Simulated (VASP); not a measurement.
# Si (I4_1/amd) in VASP: further runs, part 2 of 2

VASP 6.6.1. The steps go on from the part before.

### 3 Single point, PBEsol

Contents of INCAR:

```
PREC     = Accurate       # precision mode
ENCUT    = 500            # plane-wave cutoff, eV
EDIFF    = 1E-6           # SCF threshold, eV
ISMEAR   = 0              # smearing method
SIGMA    = 0.01           # smearing width, eV
LREAL    = F              # projectors in reciprocal space
LASPH    = T              # aspherical terms in the spheres
NELM     = 120            # most SCF steps
ALGO     = Normal         # electronic algorithm
ISIF     = 2              # what is computed and relaxed
LWAVE    = F              # write WAVECAR
LCHARG   = T              # write CHGCAR
GGA      = PS             # functional
LELF     = T              # ELF
LVHAR    = T            
NBANDS   = 11             # bands
GGA_COMPAT= F
```

Contents of KPOINTS:

```
Automatic mesh
0
Gamma
  4 4 4
```

Contents of POSCAR:

```
Si
1.0
    0.0000000000      2.7276977521      2.7081195127
    2.7276977521      0.0000000000      2.7081195127
    2.7276977521      2.7276977521      0.0000000000
Si
2
Direct
    0.0000000000      0.0000000000      0.0000000000
    0.2500000000      0.2500000000      0.2500000000
```

Potentials or basis: VASP PAW PBE potentials, release 64 (Si).

On the command line:

```sh
$ cat potpaw_PBE.64/Si/POTCAR > POTCAR
$ mpirun -np 1 vasp_std > vasp.out
```

OUTCAR:

```text
PREC = Accurate
   ENCUT = 500
   EDIFF = 1E-6
   ISMEAR = 0
   LREAL = F
   LASPH = T
   NELM = 120
   ISIF = 2
   GGA = PS

 ion  position               nearest neighbor table
   1  0.000  0.000  0.000-   2 2.36   2 2.36   2 2.36   2 2.36
   2  0.250  0.250  0.250-   1 2.36   1 2.36   1 2.36   1 2.36

  LATTYP: Found a body centered tetragonal cell.
 ALAT       =     3.8575471551
 C/A-ratio  =     1.4040629467

  Lattice vectors:

 A1 = (   0.0000000000,  -2.7276977521,  -2.7081195127)
 A2 = (   0.0000000000,   2.7276977521,  -2.7081195127)
 A3 = (   2.7276977521,   0.0000000000,   2.7081195127)

Analysis of symmetry for initial positions (statically):
=====================================================================
 Subroutine PRICEL returns:
 Original cell was already a primitive cell.

 Routine SETGRP: Setting up the symmetry group for a
 body centered tetragonal supercell.

 Subroutine GETGRP returns: Found 16 space group operations
 (whereof  8 operations were pure point group operations)
 out of a pool of 16 trial point group operations.

The static configuration has the point symmetry D_2d.
 The point group associated with its full space group is D_4h.

Analysis of symmetry for dynamics (positions and initial velocities):
=====================================================================
 Subroutine PRICEL returns:
 Original cell was already a primitive cell.

 Routine SETGRP: Setting up the symmetry group for a
 body centered tetragonal supercell.

 Subroutine GETGRP returns: Found 16 space group operations
 (whereof  8 operations were pure point group operations)
 out of a pool of 16 trial point group operations.

The dynamic configuration has the point symmetry D_2d.
 The point group associated with its full space group is D_4h.

 Subroutine INISYM returns: Found 16 space group operations
 (whereof  8 operations are pure point group operations),
 and found     1 'primitive' translations

----------------------------------------------------------------------------------------

                                     Primitive cell

  volume of cell :      40.2986

  direct lattice vectors                    reciprocal lattice vectors
     0.000000000  2.727697752  2.708119513    -0.183304767  0.183304767  0.184629961
     2.727697752  0.000000000  2.708119513     0.183304767 -0.183304767  0.184629961
     2.727697752  2.727697752  0.000000000     0.183304767  0.183304767 -0.184629961

  length of vectors
     3.843728180  3.843728180  3.857547155     0.318260110  0.318260110  0.318260110

  position of ions in fractional coordinates (direct lattice)
     0.000000000  0.000000000  0.000000000
     0.250000000  0.250000000  0.250000000

  ion indices of the primitive-cell ions
   primitive index   ion index
                 1           1
                 2           2

----------------------------------------------------------------------------------------

 KPOINTS: Automatic mesh

Automatic generation of k-mesh.
 Grid dimensions read from file:
 generate k-points for:    4    4    4

 Generating k-lattice:

[... 25 lines left out ...]
  0.250000  0.000000  0.250000      4.000000
  0.500000  0.000000  0.250000     16.000000
 -0.250000 -0.000000  0.250000      8.000000
 -0.250000  0.500000  0.250000      4.000000
  0.500000  0.000000  0.500000      2.000000
 -0.250000  0.250000  0.500000      2.000000
   k-points           NKPTS =     13   k-points in BZ     NKDIM =     13   number of bands    NBANDS=     11
   number of dos      NEDOS =    301   number of ions     NIONS =      2
   total plane-waves  NPLWV =  21952
   dimension x,y,z NGX =    28 NGY =   28 NGZ =   28
   dimension x,y,z NGXF=    56 NGYF=   56 NGZF=   56
   ions per type =               2
   NGX,Y,Z   is equivalent  to a cutoff of  12.11, 12.11, 12.07 a.u.
   NGXF,Y,Z  is equivalent  to a cutoff of  24.22, 24.22, 24.13 a.u.
 SYSTEM =  unknown system
   PREC   = accura    normal or accurate (medium, high low for compatibility)
   ISTART =      0    job   : 0-new  1-cont  2-samecut
   ICHARG =      2    charge: 1-file 2-atom 10-const
   ISPIN  =      1    spin polarized calculation?
   LNONCOLLINEAR =      F non collinear calculations
   LSORBIT =      F    spin-orbit coupling
   LASPH  =      T    aspherical Exc in radial PAW
   ENCUT  =  500.0 eV  36.75 Ry    6.06 a.u.   7.01  7.01  7.03*2*pi/ulx,y,z
   NELM   =    120;   NELMIN=  2; NELMDL= -5     # of ELM steps
   EDIFF  = 0.1E-05   stopping-criterion for ELM
   LREAL  =      F    real-space projection
   EDIFFG = 0.1E-04   stopping-criterion for IOM
   NSW    =      0    number of steps for IOM
   IBRION =     -1    ionic relax: 0-MD 1-quasi-New 2-CG
   NFREE  =      0    steps in history (QN), initial steepest desc. (CG)
   ISIF   =      2    stress and relaxation
   ISYM   =      2    0-nonsym 1-usesym 2-fastsym
   POTIM  = 0.5000    time-step for ionic-motion
   TEBEG  =    0.0;   TEEND  =   0.0 temperature during run
   PSTRESS=    0.0 pullay stress
   NELECT =       8.0000    total number of electrons
   NUPDOWN=      -1.0000    fix difference up-down
   EMIN   =  10.00;   EMAX   =-10.00  energy-range for DOS
   EFERMI =   0.00;   METHOD = LEGACY
   ISMEAR =     0;   SIGMA  =   0.01  broadening in eV -4-tet -1-fermi 0-gaus
   EFERMI_NEDOS =   21; number of points for ismear=-14 and -15
   IALGO  =     38    algorithm
   IMIX   =      4    mixing-type and parameters
     AMIX     =   0.40;   BMIX     =  1.00
     AMIX_MAG =   1.60;   BMIX_MAG =  1.00
  volume/ion in A,a.u.               =      20.15       135.97
  Fermi-wavevector in a.u.,A,eV,Ry     =   0.955010  1.804708 12.409121  0.912045
  Thomas-Fermi vector in A             =   2.083809
   LORBIT       =      0    0 simple, 1 ext, 2 COOP (PROOUT), +10 PAW based schemes
   GGA     = PS    functional components
   LHFCALC =     F    Hartree Fock is set to
   AEXX    =    0.0000 exact exchange contribution
   IVDW    =     0    specifies the selected vdW correction
   LEPSILON=     F    determine dielectric tensor
   LRPA    =     F    only Hartree local field effects (RPA)
 non-spin polarized calculation
 Gauss-broadening in eV      SIGMA  =   0.01
  energy-cutoff  :      500.00
  volume of cell :       40.30
 maximum number of plane-waves:      1036
   NGX = 13   NGY = 13   NGZ = 13

 number of electron       8.0000001 magnetization

 Free energy of the ion-electron system (eV)
  ---------------------------------------------------
  ext. energy  EPLUGINS =         0.00000000
  ---------------------------------------------------
  free energy    TOTEN  =       -11.29582435 eV

  energy without entropy =      -11.29582435  energy(sigma->0) =      -11.29582435

 E-fermi :   5.9207     XC(G=0):  -9.5075

 val. band max:        5.8045829880   @ k =   0.0000   0.0000   0.0000
 cond. band min:       6.3102050765   @ k =   0.5000   0.5000   0.0000
 fundamental gap:      0.5056220886
 Fermi energy:         5.9207062812

 k-point     1 :       0.0000    0.0000    0.0000
  band No.  band energies     occupation
      1      -6.1860      2.00000
      2       5.7548      2.00000
      3       5.7548      2.00000
      4       5.8046      2.00000
      5       8.2481      0.00000
      6       8.2738      0.00000
      7       8.2738      0.00000
      8       9.0220      0.00000
      9      13.3672      0.00000
     10      13.4387      0.00000
     11      13.4975      0.00000
[... 155 lines left out ...]
 k-point    13 :      -0.2500    0.2500    0.5000
  band No.  band energies     occupation
      1      -1.8852      2.00000
      2      -1.8852      2.00000
      3       1.8707      2.00000
      4       1.8707      2.00000
      5       9.9833      0.00000
      6       9.9833      0.00000
      7      10.7424      0.00000
      8      10.7424      0.00000
      9      16.1690      0.00000
     10      16.1690      0.00000
     11      18.6030      0.00000

------------------------ aborting loop because EDIFF is reached ----------------------------------------

  FORCE on cell =-STRESS in cart. coord.  units (eV):
  Direction    XX          YY          ZZ          XY          YZ          ZX
  --------------------------------------------------------------------------------------
  -------------------------------------------------------------------------------------
  Total        0.0180410      0.0180410      0.1856313      0.0000000      0.0000000      0.0000000
  in kB        0.7172658      0.7172658      7.3802573      0.0000000      0.0000000      0.0000000
  external PRESSURE =       2.9382630 kB  Pullay stress =       0.0000000 kB

 VOLUME and BASIS-vectors are now :
 -----------------------------------------------------------------------------
  energy-cutoff  :      500.00
  volume of cell :       40.30
      direct lattice vectors                 reciprocal lattice vectors
     0.000000000  2.727697752  2.708119513    -0.183304767  0.183304767  0.184629961
     2.727697752  0.000000000  2.708119513     0.183304767 -0.183304767  0.184629961
     2.727697752  2.727697752  0.000000000     0.183304767  0.183304767 -0.184629961

 POSITION                                       TOTAL-FORCE (eV/Angst)
 -----------------------------------------------------------------------------------
      0.00000      0.00000      0.00000        -0.000000     -0.000000      0.000000
      1.36385      1.36385      1.35406         0.000000      0.000000     -0.000000
 -----------------------------------------------------------------------------------
    total drift:                                0.000000      0.000000     -0.000000

  FREE ENERGIE OF THE ION-ELECTRON SYSTEM (eV)
  ---------------------------------------------------
  free  energy   TOTEN  =       -11.2958243491 eV

  energy  without entropy=      -11.2958243491  energy(sigma->0) =      -11.29582435
```

Run time: 9.3 s. Hardware: 1 thread of Intel Xeon Platinum 8259CL at 2.50GHz (Skylake/Cascade Lake), shared host; peak memory 0.14 GiB.

What came out:

```yaml
Free_energy: -11.2958 eV
Pressure: 0.3 GPa
Band_gap_on_the_k_mesh: 0.51 eV, indirect (least direct gap 2.44 eV)
```

Levels at points of the mesh, in eV from the valence-band top:
```
           k point  band 2  band 3  band 4  band 5  band 6  band 7
(0.00, 0.00, 0.00)   -0.05   -0.05    0.00    2.44    2.47    2.47
(0.50, 0.00, 0.00)   -7.03   -1.27   -1.20    1.40    3.19    3.25
(0.50, 0.50, 0.00)   -7.82   -2.94   -2.94    0.51    0.51    9.96
(0.50, 0.00, 0.50)   -7.86   -2.88   -2.88    0.56    0.56    9.96
```

Caveat: the k points lie up to 0.50 Å⁻¹ apart; the PAW data sets were made with another functional, which shifts forces and pressure a little.
